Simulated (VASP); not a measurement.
# ZnHg3: single point with LDA

Crystal: ZnHg3.

```
Zn Hg
1.0
     4.30226    0.00000    0.00000
     0.00000    4.30226    0.00000
     0.00000    0.00000    4.30226
Zn Hg
1 3
Cartesian
  2.1511 2.1511 2.1511
  2.1511 0.0000 0.0000
  0.0000 2.1511 0.0000
  0.0000 0.0000 2.1511
```

```yaml
Program: VASP 6.6.1
Task: single point
Functional: LDA
Potentials_or_basis: VASP PAW LDA potentials, release 64 (Zn, Hg)
Cutoff: 520 eV
k_mesh: 10 × 10 × 10
Occupations: methfessel-paxton, width 0.1 eV
Spin: no spin polarisation
```

The pressure is 0.6 GPa and the band gap on the k mesh is zero (bands 24 and 25 overlap by 2.67 eV).

Levels at points of the mesh, in eV from the Fermi level:
```tsv
k point	band 20	band 21	band 22	band 23	band 24	band 25	band 26	band 27	band 28	band 29
(0.00, 0.00, 0.00)	-5.68	-5.68	-0.67	-0.67	-0.67	1.01	1.01	1.53	6.84	6.84
(0.50, 0.00, 0.00)	-6.42	-6.28	-5.68	1.04	1.15	2.73	2.73	2.98	2.98	4.80
(0.50, 0.50, 0.00)	-6.55	-4.78	-3.77	-3.77	-3.64	4.48	4.95	4.95	5.02	5.51
(0.50, 0.50, 0.50)	-5.87	-2.31	-2.25	-2.25	-2.25	-1.52	-1.52	-1.52	-0.59	12.20
```

It took 31 s on 1 thread of Intel(R) Xeon(R) 6975P-C (Granite Rapids), on a shared host, peak memory 0.24 GiB.

Caveat: spin-orbit coupling is left out, which moves the levels of the heavy elements.
